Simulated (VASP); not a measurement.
A run of VASP 6.6.1:

File INCAR:

```
SYSTEM = Cu
PREC = Accurate
ENCUT = 520
EDIFF = 1E-7
ISMEAR = 0
SIGMA = 0.15
LREAL = .False.
LASPH = .True.
NELM = 60
ALGO = Fast
ISIF = 2
LWAVE = .False.
LCHARG = .False.
GGA = PE
NBANDS = 12
```

The input KPOINTS:

```
regular mesh
0
Gamma
  32 32 32
  0 0 0
```

Contents of POSCAR:

```
Cu
1.0
   -1.3885271205      1.3885271205      1.5578550528
    1.3885271205     -1.3885271205      1.5578550528
    1.3885271205      1.3885271205     -1.5578550528
Cu
1
Direct
    0.0000000000      0.0000000000      0.0000000000
```

Potentials or basis: VASP PAW PBE potentials, release 64 (Cu).

Run with:

```sh
$ cat potpaw_PBE.64/Cu/POTCAR > POTCAR
$ mpirun -np 1 vasp_std > vasp.out
```

Hardware: 1 thread of Intel(R) Xeon(R) 6975P-C (Granite Rapids), on a shared host.

Problem. How long does it take, and how much memory?

Solution. Run time: 3.2 min on 1 thread of Intel(R) Xeon(R) 6975P-C (Granite Rapids), with other jobs on the host, peak memory 0.43 GiB. Counts: scf iterations 15, k points 2393.
